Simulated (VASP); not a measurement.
Here is a VASP 6.6.1 calculation.

INCAR

```
SYSTEM = HfB2
  PREC = Accurate
  ENCUT = 500
  EDIFF = 1E-6
  ISMEAR = 0
  SIGMA = 0.1
  LREAL = .FALSE.
  LASPH = .TRUE.
  NELM = 120
  ALGO = Normal
  ISIF = 2
  LWAVE = .FALSE.
  LCHARG = .TRUE.
  GGA = PE
  LELF = .TRUE.
  LVHAR = .TRUE.
  NBANDS = 15
  GGA_COMPAT = .FALSE.
```

KPOINTS

```
regular mesh
0
G
  3 3 2
  0 0 0
```

File POSCAR:

```
HfB2
1.0
    3.1326790839      0.0000000000      0.0000000000
   -1.5663395419      2.7129796685      0.0000000000
    0.0000000000      0.0000000000      3.4792139900
Hf B
1 2
Direct
    0.0000000000      0.0000000000      0.0000000000
    0.3333333333      0.6666666667      0.5000000000
    0.6666666667      0.3333333333      0.5000000000
```

Potentials or basis: VASP PAW PBE potentials, release 64 (Hf_pv, B).

Run with:

```bash
$ cat potpaw_PBE.64/Hf_pv/POTCAR potpaw_PBE.64/B/POTCAR > POTCAR
$ mpirun -np 1 vasp_std > vasp.out
```

**Question.** Predict the pressure.

**Answer.** 1.5 GPa.

**Question.** Predict the band gap on the k mesh.

**Answer.** Zero (filled and empty bands touch).

Stress tensor (GPa, compression positive):
```
 3.87  0.00  0.00
 0.00  3.87  0.00
 0.00  0.00 -3.28
```

Caveat: the k points lie up to 0.90 Å⁻¹ apart; spin-orbit coupling is left out, which moves the levels of the heavy elements.
